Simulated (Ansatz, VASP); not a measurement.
**One calculation of Ge3Pd, two programs**

The input INCAR:

```
PREC     = Accurate       # precision mode
ENCUT    = 520            # plane-wave cutoff, eV
EDIFF    = 1E-6           # SCF threshold, eV
ISMEAR   = -1             # smearing method
SIGMA    = 0.05           # smearing width, eV
LREAL    = False          # projectors in reciprocal space
LASPH    = True           # aspherical terms in the spheres
NELM     = 60             # most SCF steps
ALGO     = Normal         # electronic algorithm
ISIF     = 2              # what is computed and relaxed
LWAVE    = False          # write WAVECAR
LCHARG   = False          # write CHGCAR
GGA      = PE             # functional
NBANDS   = 34             # bands
```

Contents of KPOINTS:

```
Automatic mesh
0
Gamma
  7 7 7
```

The input POSCAR:

```
Ge3Pd
1.0
    4.1694544153      0.0000000000      0.0000000000
    0.0000000000      4.1694544153      0.0000000000
    0.0000000000      0.0000000000      4.1694544153
Pd Ge
1 3
Direct
    0.0000000000      0.0000000000      0.0000000000
    0.5000000000      0.5000000000      0.0000000000
    0.5000000000      0.0000000000      0.5000000000
    0.0000000000      0.5000000000      0.5000000000
```

The input input.yaml:

```yaml
crystal:
  lattice:
    - [4.1694544153, 0.0, 0.0]
    - [0.0, 4.1694544153, 0.0]
    - [0.0, 0.0, 4.1694544153]
  atoms:
    - { symbol: Pd, position: [0.0, 0.0, 0.0] }
    - { symbol: Ge, position: [0.5, 0.5, 0.0] }
    - { symbol: Ge, position: [0.5, 0.0, 0.5] }
    - { symbol: Ge, position: [0.0, 0.5, 0.5] }
hamiltonian:
  xc: pbe
  pseudopotentials: { kind: paw }
kpoints:
  mp_grid: { grid: [7, 7, 7] }
scf:
  occupations: { method: fermi_dirac, width: 0.05 }
output:
  forces: true
  stress: true
  eigenvalues: true
```

Alike in both runs: task single point; functional PBE; k mesh 7 × 7 × 7; occupations fermi-dirac, width 0.05 eV; no spin polarisation.

|  | VASP | Ansatz |
| --- | --- | --- |
| version | VASP 6.6.1 | Ansatz 0.2.0 |
| potentials or method | VASP PAW PBE potentials, release 64 (Pd, Ge_d) | Ansatz PAW |
| plane-wave cutoff (eV) | 520 | 420 |
| valence electrons in the cell | 52 | 60 |

Ansatz gave:

* gap on the k mesh at the Fermi level (eV): none
* pressure (GPa): -1.7

Q: What did VASP give for the same quantities?

A: gap on the k mesh at the Fermi level (eV): none; pressure (GPa): -1.6.

A gap of «none» marks a metal or a gap that the smearing closes. VASP's potentials hold 52 valence electrons a cell and Ansatz's 60, so a difference there can come from the potentials and not from the codes.
